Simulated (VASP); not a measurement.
# Ta (I4_1/amd) in VASP: a series of runs, part 2 of 2

VASP 6.6.1. The steps go on from the part before.

### 3 Relaxation of shape and atoms at fixed volume, PBE

This run uses another cell than the first one, of 18.11 Å³/atom.

Contents of INCAR:

```
SYSTEM = Ta
  ALGO = Normal
  EDIFF = 1E-7
  EDIFFG = -0.005
  ENCUT = 600
  GGA = PE
  IBRION = 2
  ISIF = 4
  ISMEAR = -1
  LASPH = .TRUE.
  LCHARG = .FALSE.
  LREAL = .FALSE.
  LWAVE = .FALSE.
  NELM = 80
  NSW = 50
  PREC = Accurate
  SIGMA = 0.1
```

Contents of KPOINTS:

```
k-points
0
G
  17 17 17
  0 0 0
```

Contents of POSCAR:

```
Ta
1.0
   -2.5718295575      2.5718295575      1.3689603549
    2.5718295575     -2.5718295575      1.3689603549
    2.5718295575      2.5718295575     -1.3689603549
Ta
2
Direct
   -0.3750000000     -0.1250000000     -0.2500000000
    0.3750000000      0.1250000000      0.2500000000
```

Potentials or basis: VASP PAW PBE potentials, release 64 (Ta_pv).

The run is started by

```console
> cat potpaw_PBE.64/Ta_pv/POTCAR > POTCAR
> mpirun -np 1 vasp_std > vasp.out
```

OUTCAR:

```text
SYSTEM = Ta
   EDIFF = 1E-7
   EDIFFG = -0.005
   ENCUT = 600
   GGA = PE
   IBRION = 2
   ISIF = 4
   ISMEAR = -1
   LASPH = .TRUE.
   LREAL = .FALSE.
   NELM = 80
   NSW = 50
   PREC = Accurate

 ion  position               nearest neighbor table
   1  0.625  0.875  0.750-   2 2.66   2 2.66   2 2.66   2 2.66   2 3.29   2 3.29   2 3.29   2 3.29

   2  0.375  0.125  0.250-   1 2.66   1 2.66   1 2.66   1 2.66   1 3.29   1 3.29   1 3.29   1 3.29

  LATTYP: Found a body centered tetragonal cell.
 ALAT       =     5.1436591150
 C/A-ratio  =     0.5322904665

  Lattice vectors:

 A1 = (  -2.5718295575,   2.5718295575,   1.3689603549)
 A2 = (   2.5718295575,  -2.5718295575,   1.3689603549)
 A3 = (   2.5718295575,   2.5718295575,  -1.3689603549)

Analysis of symmetry for initial positions (statically):
=====================================================================
 Subroutine PRICEL returns:
 Original cell was already a primitive cell.

 Routine SETGRP: Setting up the symmetry group for a
 body centered tetragonal supercell.

 Subroutine GETGRP returns: Found 16 space group operations
 (whereof  4 operations were pure point group operations)
 out of a pool of 16 trial point group operations.

The static configuration has the point symmetry C_2h.
 The point group associated with its full space group is D_4h.

Analysis of symmetry for dynamics (positions and initial velocities):
=====================================================================
 Subroutine PRICEL returns:
 Original cell was already a primitive cell.

 Routine SETGRP: Setting up the symmetry group for a
 body centered tetragonal supercell.

 Subroutine GETGRP returns: Found 16 space group operations
 (whereof  4 operations were pure point group operations)
 out of a pool of 16 trial point group operations.

The dynamic configuration has the point symmetry C_2h.
 The point group associated with its full space group is D_4h.

 Subroutine INISYM returns: Found 16 space group operations
 (whereof  4 operations are pure point group operations),
 and found     1 'primitive' translations

----------------------------------------------------------------------------------------

                                     Primitive cell

  volume of cell :      36.2189

  direct lattice vectors                    reciprocal lattice vectors
    -2.571829558  2.571829558  1.368960355     0.000000000  0.194414128  0.365240672
     2.571829558 -2.571829558  1.368960355     0.194414128  0.000000000  0.365240672
     2.571829558  2.571829558 -1.368960355     0.194414128  0.194414128  0.000000000

  length of vectors
     3.886214996  3.886214996  3.886214996     0.413760319  0.413760319  0.274943096

  position of ions in fractional coordinates (direct lattice)
     0.625000000  0.875000000  0.750000000
     0.375000000  0.125000000  0.250000000

  ion indices of the primitive-cell ions
   primitive index   ion index
                 1           1
                 2           2

----------------------------------------------------------------------------------------

 KPOINTS: k-points

Automatic generation of k-mesh.
 Grid dimensions read from file:
 generate k-points for:   17   17   17

 Generating k-lattice:

  Cartesian coordinates                     Fractional coordinates (reciprocal lattice)
[... 49 lines left out ...]
   NGXF,Y,Z  is equivalent  to a cutoff of  27.38, 27.38, 27.38 a.u.
 SYSTEM =  Ta
   PREC   = accura    normal or accurate (medium, high low for compatibility)
   ISTART =      0    job   : 0-new  1-cont  2-samecut
   ICHARG =      2    charge: 1-file 2-atom 10-const
   ISPIN  =      1    spin polarized calculation?
   LNONCOLLINEAR =      F non collinear calculations
   LSORBIT =      F    spin-orbit coupling
   LASPH  =      T    aspherical Exc in radial PAW
   ENCUT  =  600.0 eV  44.10 Ry    6.64 a.u.   7.76  7.76  7.76*2*pi/ulx,y,z
   NELM   =     80;   NELMIN=  2; NELMDL= -5     # of ELM steps
   EDIFF  = 0.1E-06   stopping-criterion for ELM
   LREAL  =      F    real-space projection
   EDIFFG = -.5E-02   stopping-criterion for IOM
   NSW    =     50    number of steps for IOM
   IBRION =      2    ionic relax: 0-MD 1-quasi-New 2-CG
   NFREE  =      1    steps in history (QN), initial steepest desc. (CG)
   ISIF   =      4    stress and relaxation
   ISYM   =      2    0-nonsym 1-usesym 2-fastsym
   POTIM  = 0.5000    time-step for ionic-motion
   TEBEG  =    0.0;   TEEND  =   0.0 temperature during run
   PSTRESS=    0.0 pullay stress
   NELECT =      22.0000    total number of electrons
   NUPDOWN=      -1.0000    fix difference up-down
   EMIN   =  10.00;   EMAX   =-10.00  energy-range for DOS
   EFERMI =   0.00;   METHOD = LEGACY
   ISMEAR =    -1;   SIGMA  =   0.10  broadening in eV -4-tet -1-fermi 0-gaus
   EFERMI_NEDOS =   21; number of points for ismear=-14 and -15
   IALGO  =     38    algorithm
   IMIX   =      4    mixing-type and parameters
     AMIX     =   0.40;   BMIX     =  1.00
     AMIX_MAG =   1.60;   BMIX_MAG =  1.00
  volume/ion in A,a.u.               =      18.11       122.21
  Fermi-wavevector in a.u.,A,eV,Ry     =   1.386449  2.620009 26.153684  1.922242
  Thomas-Fermi vector in A             =   2.510764
   LORBIT       =      0    0 simple, 1 ext, 2 COOP (PROOUT), +10 PAW based schemes
   GGA     = PE    functional components
   LHFCALC =     F    Hartree Fock is set to
   AEXX    =    0.0000 exact exchange contribution
   IVDW    =     0    specifies the selected vdW correction
   LEPSILON=     F    determine dielectric tensor
   LRPA    =     F    only Hartree local field effects (RPA)
 conjugate gradient relaxation of ions
 non-spin polarized calculation
  energy-cutoff  :      600.00
  volume of cell :       36.22
 maximum number of plane-waves:      1229
   NGX = 15   NGY = 15   NGZ = 15

--------------------------------------- Ionic step        1  -------------------------------------------

 number of electron      21.9999999 magnetization

 Free energy of the ion-electron system (eV)
  ---------------------------------------------------
  ext. energy  EPLUGINS =         0.00000000
  ---------------------------------------------------
  free energy    TOTEN  =       -21.99492723 eV

  energy without entropy =      -21.93194673  energy(sigma->0) =      -21.96343698

------------------------ aborting loop because EDIFF is reached ----------------------------------------

  FORCE on cell =-STRESS in cart. coord.  units (eV):
  Direction    XX          YY          ZZ          XY          YZ          ZX
  --------------------------------------------------------------------------------------
  -------------------------------------------------------------------------------------
  Total        3.4720096      3.4720096      3.8129562      0.0000000      0.0000000      0.0000000
  in kB      153.5876397    153.5876397    168.6697398      0.0000000      0.0000000      0.0000000
  external PRESSURE =     158.6150064 kB  Pullay stress =       0.0000000 kB
[... 59 lines left out ...]
--------------------------------------- Ionic step        3  -------------------------------------------

 number of electron      21.9999998 magnetization

 Free energy of the ion-electron system (eV)
  ---------------------------------------------------
  ext. energy  EPLUGINS =         0.00000000
  ---------------------------------------------------
  free energy    TOTEN  =       -21.99560360 eV

  energy without entropy =      -21.93229061  energy(sigma->0) =      -21.96394711

 E-fermi :   5.8178     XC(G=0): -12.5105

 val. band max:        5.8175180042   @ k =   0.3529   0.2353   0.0588
 cond. band min:       5.8186962290   @ k =  -0.2941   0.4706   0.0588
 fundamental gap:      0.0011782247
 Fermi energy:         5.8177878768

 k-point     1 :       0.0000    0.0000    0.0000
  band No.  band energies     occupation
      1     -28.8314      2.00000
      2     -28.8314      2.00000
      3     -27.5287      2.00000
      4     -27.5287      2.00000
      5     -27.5141      2.00000
      6     -27.4977      2.00000
      7      -2.3241      2.00000
      8       1.0644      2.00000
      9       3.1845      2.00000
     10       3.3898      2.00000
     11       4.5789      1.99999
     12       9.2075      0.00000
     13       9.2075      0.00000
     14       9.3073      0.00000
[... 401 lines left out ...]
      2     -28.7847      2.00000
      3     -27.6345      2.00000
      4     -27.5551      2.00000
      5     -27.5314      2.00000
      6     -27.4890      2.00000
      7      -2.0520      2.00000
      8       1.2409      2.00000
      9       3.2648      2.00000
     10       3.5519      2.00000
     11       4.6255      1.99999
     12       8.1939      0.00000
     13       8.3202      0.00000
     14       9.7881      0.00000
     15       9.8886      0.00000

 [... further k-points ...]
[... 5 lines left out ...]
  --------------------------------------------------------------------------------------
  -------------------------------------------------------------------------------------
  Total        3.5646683      3.5646683      3.5783384      0.0000000     -0.0000000      0.0000000
  in kB      157.6864856    157.6864856    158.2911957      0.0000000     -0.0000000      0.0000000
  external PRESSURE =     157.8880556 kB  Pullay stress =       0.0000000 kB
[... 17 lines left out ...]
  FREE ENERGIE OF THE ION-ELECTRON SYSTEM (eV)
  ---------------------------------------------------
  free  energy   TOTEN  =       -21.9956036024 eV

  energy  without entropy=      -21.9322906140  energy(sigma->0) =      -21.96394711

 reached required accuracy - stopping structural energy minimisation
```

Run time: 3.7 min. Hardware: 1 thread of AMD EPYC 9R45 (Zen 5), shared host; peak memory 0.34 GiB.

What came out:

```yaml
Free_energy: -21.9956 eV
Energy_gained_by_relaxing: 0.3 meV/atom
Ionic_steps: 3
Pressure_after_relaxing: 15.8 GPa
Band_gap_on_the_k_mesh: zero (bands 11 and 12 overlap by 1.38 eV)
```

Step by step:
| step | energy change (eV) | largest force (eV/Å) | pressure (GPa) | volume (Å³) |
| --- | --- | --- | --- | --- |
| 1 | 0.0000 | 0.0000 | 15.86 | 36.22 |
| 2 | -0.0006 | 0.0000 | 15.75 | 36.22 |
| 3 | -0.0007 | 0.0000 | 15.79 | 36.22 |

Final structure:
```yaml
crystal:
  lattice:
    - [-2.56670, 2.56670, 1.37444]
    - [2.56670, -2.56670, 1.37444]
    - [2.56670, 2.56670, -1.37444]
  atoms:
    - { symbol: Ta, position: [0.62500, 0.87500, 0.75000] }
    - { symbol: Ta, position: [0.37500, 0.12500, 0.25000] }
```

Levels at points of the mesh, in eV from the Fermi level:
```
           k point  band 9  band 10  band 11  band 12  band 13  band 14
(0.00, 0.00, 0.00)   -2.63    -2.43    -1.24     3.39     3.39     3.49
```

Caveat: spin-orbit coupling is left out, which moves the levels of the heavy elements.

### 4 Relaxation of cell and atoms, PBE

This run uses another cell than the first one, of 18.87 Å³/atom.

Contents of INCAR:

```
ALGO = Normal ; EDIFF = 1E-6
EDIFFG = -0.005 ; ENCUT = 600
GGA = PE ; IBRION = 2
ISIF = 3 ; ISMEAR = -1
LASPH = T ; LCHARG = F
LREAL = F ; LWAVE = F
NELM = 60 ; NSW = 60
PREC = Accurate ; SIGMA = 0.1
```

Contents of KPOINTS:

```
k-points
0
Gamma
  17 17 17
```

Contents of POSCAR:

```
Ta
1.0
   -2.5790785615      2.5790785615      1.4184932088
    2.5790785615     -2.5790785615      1.4184932088
    2.5790785615      2.5790785615     -1.4184932088
Ta
2
Direct
   -0.3750000000     -0.1250000000     -0.2500000000
    0.3750000000      0.1250000000      0.2500000000
```

The run is started by

```console
> cat potpaw_PBE.64/Ta_pv/POTCAR > POTCAR
> mpirun -np 1 vasp_std > vasp.out
```

Wall time 8.6 min (1 thread of AMD EPYC 9R45 (Zen 5), shared host); peak memory 0.35 GiB.

The run converged. Its results:

```
Free energy                           : -22.1426 eV
Relaxed volume                        : 19.70 Å³/atom
Relaxed cell                          : a = 3.998 Å, b = 3.998 Å, c = 3.998 Å, α = 97.12°, β = 97.12°, γ = 138.77°
Space group after relaxing (to 0.1 Å) : I4_1/amd (No. 141)
Energy gained by relaxing             : 26.4 meV/atom
Ionic steps                           : 10
Pressure after relaxing               : 0.0 GPa
Band gap on the k mesh                : zero (bands 11 and 12 overlap by 1.32 eV)
```

Step by step:
```tsv
step	energy change (eV)	largest force (eV/Å)	pressure (GPa)	volume (Å³)
1	0.0000	0.0000	7.26	37.74
2	0.0596	0.0000	-10.62	42.59
3	-0.0463	0.0000	-0.90	39.60
4	-0.0463	0.0000	-0.72	39.56
5	-0.0526	0.0000	0.16	39.38
6	-0.0527	0.0000	0.05	39.40
7	-0.0527	0.0000	0.08	39.39
8	-0.0527	0.0000	-0.06	39.44
9	-0.0527	0.0000	-0.07	39.42
10	-0.0527	0.0000	-0.01	39.41
```

Final structure:
```cif
data_structure
_symmetry_space_group_name_H-M 'P 1'
_symmetry_Int_Tables_number 1
_cell_length_a 3.9976
_cell_length_b 3.9976
_cell_length_c 3.9976
_cell_angle_alpha 97.120
_cell_angle_beta 97.120
_cell_angle_gamma 138.772
_cell_volume 39.41
loop_
_atom_site_label
_atom_site_type_symbol
_atom_site_fract_x
_atom_site_fract_y
_atom_site_fract_z
_atom_site_occupancy
Ta1 Ta 0.62500 0.87500 0.75000 1
Ta2 Ta 0.37500 0.12500 0.25000 1
```

Levels at points of the mesh, in eV from the Fermi level:
```csv
k point,band 7,band 8,band 9,band 10,band 11,band 12,band 13,band 14,band 15
"(0.00, 0.00, 0.00)",-7.77,-4.16,-2.32,-2.21,-1.07,3.29,3.29,3.35,3.35
```

Caveat: spin-orbit coupling is left out, which moves the levels of the heavy elements.

### 5 The runs side by side

```csv
task,cell,gap on the mesh (eV),pressure (GPa)
relaxation of shape and atoms at fixed volume,"relaxed from a = 3.770 Å, angles 97.1, 97.1, 138.7°, 2 atoms",none,39.0
relaxation of shape and atoms at fixed volume,"relaxed from a = 3.886 Å, angles 97.1, 97.1, 138.7°, 2 atoms",none,15.8
relaxation of cell and atoms,"relaxed from a = 3.913 Å, angles 97.5, 97.5, 137.5°, 2 atoms",none,0.0
```

Alike in all rows: level PBE; potentials or basis VASP PAW PBE potentials, release 64 (Ta_pv); no spin polarisation; k mesh 17 × 17 × 17; cutoff (eV) 600; smearing fermi-dirac 0.1 eV.

Caveats: spin-orbit coupling is left out, which moves the levels of the heavy elements.

Absolute energies hang on the potentials; compare differences alone.
